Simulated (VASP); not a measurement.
Set up this calculation in VASP 6.6.1, as the native input.

```
Task                   : relaxation of cell and atoms
Functional             : PBE
Potentials or basis    : VASP PAW PBE potentials, release 64 (Sr_sv, O_h)
Cutoff                 : 1340 eV
k mesh                 : 4 × 4 × 4
Occupations            : gaussian, width 0.1 eV
Spin                   : no spin polarisation
Dipole correction      : no
Further INCAR settings : ALGO = Normal; EDIFF = 1e-07; IBRION = 2; EDIFFG = -0.04; NSW = 90; ISIF = 3
```

The structure of Sr3O2 lies in POSCAR:

```
Sr3O2
1.0
    4.2305399700      0.0000000000      0.0000000000
    0.0000000000      4.2305399700      0.0000000000
    0.0000000000      0.0000000000      4.2305399700
Sr O
3 2
Direct
    0.0000000000      0.5000000000      0.5000000000
    0.5000000000      0.0000000000      0.5000000000
    0.5000000000      0.5000000000      0.0000000000
    0.5000000000      0.5000000000      0.5000000000
    0.0000000000      0.0000000000      0.0000000000
```

The cell was generated, and may not be a known phase.

One way to write it, as run:

INCAR

```
  PREC = Accurate
  ENCUT = 1340
  EDIFF = 1E-7
  ISMEAR = 0
  SIGMA = 0.1
  LREAL = F
  LASPH = T
  NELM = 120
  ALGO = Normal
  ISIF = 3
  LWAVE = F
  LCHARG = F
  GGA = PE
  IBRION = 2
  NSW = 90
  EDIFFG = -0.04
  GGA_COMPAT = F
  NELMIN = 4
```

KPOINTS

```
regular mesh
0
Gamma
  4 4 4
```

Potentials or basis: VASP PAW PBE potentials, release 64 (Sr_sv, O_h).

Command:

```sh
$ cat potpaw_PBE.64/Sr_sv/POTCAR potpaw_PBE.64/O_h/POTCAR > POTCAR
$ mpirun -np 1 vasp_std > vasp.out
```

Results of the run:

```
Relaxed volume                        : 25.62 Å³/atom
Relaxed cell                          : a = 5.041 Å, b = 5.041 Å, c = 5.041 Å, α = 90.00°, β = 90.00°, γ = 90.00°
Space group after relaxing (to 0.1 Å) : Pm-3m (No. 221)
Energy gained by relaxing             : 1148.0 meV/atom
Ionic steps                           : 4
Pressure after relaxing               : -0.1 GPa
```

Caveat: the k points lie up to 0.31 Å⁻¹ apart in the final cell; the volume moved by over 15 % at a fixed basis, so the end points are rough; the highest band is partly filled, so the run has too few bands.

Wall time 7.5 min on 1 thread of Intel(R) Xeon(R) Platinum 8259CL CPU @ 2.50GHz (Skylake/Cascade Lake), on a shared host, peak memory 0.46 GiB.
